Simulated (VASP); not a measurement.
# HfN (P6_3/mmc) in VASP: vibrations by perturbation theory with PBEsol

Aim: the vibrations by perturbation theory of HfN with PBEsol.

Program: VASP 6.6.1. These are calculated values, not measurements. Logs are shortened: lines on timing, memory, paths and dates and some standing lists are left out, and cuts for length are marked.

## Step 1: The cell of the first run

The structure is hexagonal, space group P6_3/mmc (No. 194). The conventional cell has a = 3.134 Å, b = 3.134 Å, c = 5.417 Å, α = 90.00°, β = 90.00°, γ = 120.00°. Within 3.0 Å of Hf (site symmetry -6m2) lie 6 N at 2.26 Å. N (site symmetry -3m) has 6 Hf at 2.26 Å and 2 N at 2.71 Å within 3.0 Å.

## Step 2: Vibrations by perturbation theory, PBEsol

The input, INCAR:

```
SYSTEM = HfN
PREC     = Accurate       ! precision mode
ENCUT    = 520            ! plane-wave cutoff, eV
EDIFF    = 1E-8           ! SCF threshold, eV
ISMEAR   = -1             ! smearing method
SIGMA    = 0.05           ! smearing width, eV
LREAL    = .False.        ! projectors in reciprocal space
LASPH    = .True.         ! aspherical terms in the spheres
NELM     = 80             ! most SCF steps
ALGO     = Normal         ! electronic algorithm
ISIF     = 2              ! what is computed and relaxed
LWAVE    = .False.        ! write WAVECAR
LCHARG   = .False.        ! write CHGCAR
GGA      = PS             ! functional
IBRION   = 8              ! ionic algorithm
NSW      = 1              ! ionic steps
```

The input, KPOINTS:

```
regular mesh
0
Gamma
  10 10 5
  0 0 0
```

The input, POSCAR:

```
HfN
1.0
    3.1339080219      0.0000000000      0.0000000000
   -1.5669540110      2.7140439601      0.0000000000
    0.0000000000      0.0000000000      5.4167677200
Hf N
2 2
Direct
    0.3333333333      0.6666666667      0.2500000000
    0.6666666667      0.3333333333      0.7500000000
    0.0000000000      0.0000000000      0.5000000000
    0.0000000000      0.0000000000      0.0000000000
```

Potentials or basis: VASP PAW PBE potentials, release 64 (Hf_pv, N).

Run with:

```
$ cat potpaw_PBE.64/Hf_pv/POTCAR potpaw_PBE.64/N/POTCAR > POTCAR
$ mpirun -np 1 vasp_std > vasp.out
```

OUTCAR:

```text
SYSTEM = HfN
   PREC = Accurate
   ENCUT = 520
   EDIFF = 1E-8
   ISMEAR = -1
   LREAL = .False.
   LASPH = .True.
   NELM = 80
   ISIF = 2
   GGA = PS
   IBRION = 8
   NSW = 1

 ion  position               nearest neighbor table
   1  0.333  0.667  0.250-   3 2.26   4 2.26   3 2.26   4 2.26   3 2.26   4 2.26   2 3.26   2 3.26
                             2 3.26   2 3.26   2 3.26   2 3.26
   2  0.667  0.333  0.750-   3 2.26   4 2.26   3 2.26   4 2.26   3 2.26   4 2.26   1 3.26   1 3.26
                             1 3.26   1 3.26   1 3.26   1 3.26
   3  0.000  0.000  0.500-   1 2.26   2 2.26   2 2.26   1 2.26   2 2.26   1 2.26
   4  0.000  0.000  0.000-   1 2.26   2 2.26   2 2.26   1 2.26   2 2.26   1 2.26

  LATTYP: Found a hexagonal cell.
 ALAT       =     3.1339080219
 C/A-ratio  =     1.7284386402

  Lattice vectors:

 A1 = (   3.1339080219,   0.0000000000,   0.0000000000)
 A2 = (  -1.5669540110,   2.7140439601,   0.0000000000)
 A3 = (   0.0000000000,   0.0000000000,   5.4167677200)

Analysis of symmetry for initial positions (statically):
=====================================================================
 Subroutine PRICEL returns:
 Original cell was already a primitive cell.

 Routine SETGRP: Setting up the symmetry group for a
 hexagonal supercell.

 Subroutine GETGRP returns: Found 24 space group operations
 (whereof 12 operations were pure point group operations)
 out of a pool of 24 trial point group operations.

The static configuration has the point symmetry D_3d.
 The point group associated with its full space group is D_6h.

Analysis of symmetry for dynamics (positions and initial velocities):
=====================================================================
 Subroutine PRICEL returns:
 Original cell was already a primitive cell.

[... 729 lines left out ...]
  free  energy   TOTEN  =       -45.8538206457 eV

  energy  without entropy=      -45.8412892920  energy(sigma->0) =      -45.84755497

[... ionic steps 2 to 9 ...]

--------------------------------------- Ionic step       10  -------------------------------------------

------------------------ aborting loop because EDIFF is reached ----------------------------------------

[... ionic steps 11 to 11 ...]

--------------------------------------- Ionic step       12  -------------------------------------------

 Free energy of the ion-electron system (eV)
  ---------------------------------------------------
  ---------------------------------------------------
  free energy    TOTEN  =        -0.25128171 eV

  energy without entropy =       -0.25128171

------------------------ aborting loop because EDIFF is reached ----------------------------------------

 INTERNAL STRAIN TENSOR  FOR ION    3  DIRECTION 3   (eV/Angst):
 -----------------------------------------------------------------------------
    -0.00405  0.00000  0.00000
    -0.00000 -0.00405  0.00000
    -0.00000  0.00000  0.01324

 INTERNAL STRAIN TENSOR FOR ION    4 for displacements in x,y,z  (eV/Angst):
          X           Y           Z          XY          YZ          ZX
  --------------------------------------------------------------------------------
  x     0.00000     0.00000     0.00000     0.00000     0.00000     0.00000
  y     0.00000     0.00000     0.00000     0.00000     0.00000     0.00000
  z     0.00000     0.00000     0.00000     0.00000     0.00000     0.00000

 SECOND DERIVATIVES (NOT SYMMETRIZED)
 ------------------------------------
               1X          1Y          1Z          2X          2Y          2Z          3X          3Y          3Z          4X          4Y          4Z
  1X    -9.501652    0.000000    0.000000    0.060522   -0.000000    0.000000    4.720565   -0.000000   -0.000000    4.720565   -0.000000    0.000000
  1Y     0.000000   -9.501652    0.000000   -0.000000    0.060522    0.000000   -0.000000    4.720565    0.000000   -0.000000    4.720565    0.000000
  1Z    -0.000000   -0.000000  -13.727426   -0.000000    0.000000    3.679252   -0.000000    0.000000    5.024087    0.000000    0.000000    5.024087
  2X     0.060522   -0.000000    0.000000   -9.501652    0.000000    0.000000    4.720565   -0.000000   -0.000000    4.720565   -0.000000    0.000000
  2Y    -0.000000    0.060522    0.000000    0.000000   -9.501652    0.000000   -0.000000    4.720565    0.000000   -0.000000    4.720565    0.000000
  2Z    -0.000000    0.000000    3.679252   -0.000000   -0.000000  -13.727426   -0.000000    0.000000    5.024087    0.000000    0.000000    5.024087
  3X     4.729865   -0.000000    0.000000    4.729865   -0.000000    0.000000  -11.073384    0.000000    0.000000    1.613654   -0.000000    0.000000
  3Y    -0.000000    4.729865    0.000000   -0.000000    4.729865    0.000000    0.000000  -11.073384    0.000000   -0.000000    1.613654    0.000000
  3Z    -0.000000   -0.000000    5.031688   -0.000000   -0.000000    5.031688   -0.000000    0.000000  -15.848552   -0.000000    0.000000    5.785176
  4X     4.729865   -0.000000    0.000000    4.729865   -0.000000    0.000000    1.613654   -0.000000    0.000000  -11.073384    0.000000    0.000000
  4Y    -0.000000    4.729865    0.000000   -0.000000    4.729865    0.000000   -0.000000    1.613654    0.000000    0.000000  -11.073384    0.000000
  4Z     0.000000    0.000000    5.031688    0.000000    0.000000    5.031688    0.000000    0.000000    5.785176    0.000000   -0.000000  -15.848552

 Eigenvectors and eigenvalues of the dynamical matrix
 ----------------------------------------------------

   1 f  =   19.432867 THz   122.100303 2PiTHz  648.210663 cm-1    80.367843 meV
             X         Y         Z           dx          dy          dz
     -0.000000  1.809363  1.354192     0.000000    0.000000   -0.000000
      1.566954  0.904681  4.062576     0.000000    0.000000   -0.000000
      0.000000  0.000000  2.708384     0.000000    0.000000   -0.707107
      0.000000  0.000000  0.000000    -0.000000   -0.000000    0.707107
[... 71 lines left out ...]
  12 f/i=    0.003407 THz     0.021410 2PiTHz    0.113661 cm-1     0.014092 meV
             X         Y         Z           dx          dy          dz
     -0.000000  1.809363  1.354192     0.517873   -0.442160   -0.000000
      1.566954  0.904681  4.062576     0.517873   -0.442160   -0.000000
      0.000000  0.000000  2.708384     0.144900   -0.123716   -0.000000
      0.000000  0.000000  0.000000     0.144900   -0.123716   -0.000000

--------------------------------------------------------------------------------------------------------

 ELASTIC MODULI CONTR FROM IONIC RELAXATION (kBar)
 Direction    XX          YY          ZZ          XY          YZ          ZX
 --------------------------------------------------------------------------------
 XX         -31.7734     31.7734      0.0000      0.0000      0.0000      0.0000
 YY          31.7734    -31.7734     -0.0000      0.0000     -0.0000     -0.0000
 ZZ           0.0000     -0.0000     -0.0000     -0.0000      0.0000      0.0000
 XY           0.0000      0.0000     -0.0000    -31.7734      0.0000      0.0000
 YZ           0.0000     -0.0000      0.0000      0.0000     -0.0000     -0.0000
 ZX           0.0000     -0.0000      0.0000      0.0000     -0.0000     -0.0000
 --------------------------------------------------------------------------------
```

OSZICAR:

```text
N       E                     dE             d eps       ncg     rms          rms(c)
DAV:   1     0.117978124847E+03    0.11798E+03   -0.17058E+04  1604   0.157E+03
DAV:   2    -0.457751571671E+02   -0.16375E+03   -0.15872E+03  2159   0.350E+02
DAV:   3    -0.513671949522E+02   -0.55920E+01   -0.55094E+01  1892   0.539E+01
[... 94 lines left out ...]
RMM:  10    -0.251282559436E+00   -0.25513E-05   -0.19585E-07  3979   0.462E-04    0.992E-04
RMM:  11    -0.251281667979E+00    0.89146E-06    0.64275E-09  3957   0.375E-04    0.479E-05
RMM:  12    -0.251281669128E+00   -0.11493E-08   -0.16513E-07  4249   0.205E-04    0.411E-05
RMM:  13    -0.251281648411E+00    0.20717E-07   -0.43817E-08  4303   0.177E-04    0.153E-05
RMM:  14    -0.251281707134E+00   -0.58723E-07   -0.38513E-08  4242   0.173E-04    0.170E-06
RMM:  15    -0.251281706065E+00    0.10687E-08   -0.22940E-08  3947   0.171E-04    0.100E-06
 Linear response finished
```

stdout:

```text
POSCAR found type information on POSCAR HfN
 POSCAR found :  2 types and       4 ions
 scaLAPACK will be used
 -----------------------------------------------------------------------------
|                                                                             |
|                                                                             |
|     You enforced a specific xc type in the INCAR file but a different       |
|     I HOPE YOU KNOW WHAT YOU ARE DOING!                                     |
|                                                                             |
 -----------------------------------------------------------------------------

 LDA part: xc-table for (Slater+PW92), standard interpolation
 POSCAR, INCAR and KPOINTS ok, starting setup
 FFT: planning ... GRIDC
 FFT: planning ... GRID_SOFT
 FFT: planning ... GRID
 WAVECAR not read
 entering main loop
 Linear response reoptimize wavefunctions to high precision
 Linear response DOF=           4
 Linear response progress:
 first order change of Fermi-energy  -0.16136E-04
 force on displaced ion       1 direction 1 :  -9.502   0.001   0.000
 Linear response progress:
 first order change of Fermi-energy  -0.42345E-04
 force on displaced ion       1 direction 3 :  -0.000  -0.000 -13.727
 Linear response progress:
 first order change of Fermi-energy  -0.31001E-04
 force on displaced ion       3 direction 1 : -11.073   0.000   0.000
 Linear response progress:
 first order change of Fermi-energy   0.16398E-04
 force on displaced ion       3 direction 3 :  -0.000   0.000 -15.849
 Linear response finished
```

Wall time 6.6 min (1 thread of Intel Xeon Platinum 8488C (Sapphire Rapids), shared host); peak memory 0.39 GiB.

What came out:

```
Highest phonon frequency at Γ, LO-TO splitting left out : 648 cm⁻¹
```

Phonon frequencies in cm⁻¹ (negative: imaginary):
```tsv
q point	frequencies
(0.000, 0.000, 0.000)	0 0 0 121 121 163 445 445 459 496 496 648
```

Caveat: the cell wasn't relaxed at this level first, which shifts response properties; spin-orbit coupling is left out, which moves the levels of the heavy elements.
